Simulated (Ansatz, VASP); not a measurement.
# One calculation of SiC, two programs

```
Si C
1.0
     3.07536    0.00000    0.00000
    -1.53768    2.66334    0.00000
     0.00000    0.00000    5.04811
Si C
2 2
Direct
  0.33333 0.66667 0.00459
  0.66667 0.33333 0.50459
  0.33333 0.66667 0.38041
  0.66667 0.33333 0.88041
```

Alike in both runs: task single point; functional PBE0; k mesh 6 × 6 × 4; no spin polarisation.

```csv
,VASP,Ansatz
version,VASP 6.6.1,Ansatz 0.2.0
potentials or method,"VASP PAW PBE potentials, release 64 (Si, C)","plane waves, PAW"
plane-wave cutoff (eV),520,420
occupations,"gaussian, width 0.01 eV",fixed
valence electrons in the cell,16,16
```

Ansatz gave:

```
gap on the k mesh at the Fermi level (eV)                     : 3.88
pressure (GPa)                                                : -1.3
traceless stress, the component that is largest in VASP (GPa) : -0.34
rms of the force components (eV/Å)                            : 0.010
```

Estimate VASP's values.

gap on the k mesh at the Fermi level (eV): 3.90; pressure (GPa): -1.7; traceless stress, the component that is largest in VASP (GPa): -0.31; rms of the force components (eV/Å): 0.010.

Atom by atom the forces differ by 0.001 eV/Å (rms over components). Ansatz's warnings: stress exchange threshold loose, stress scf threshold loose.
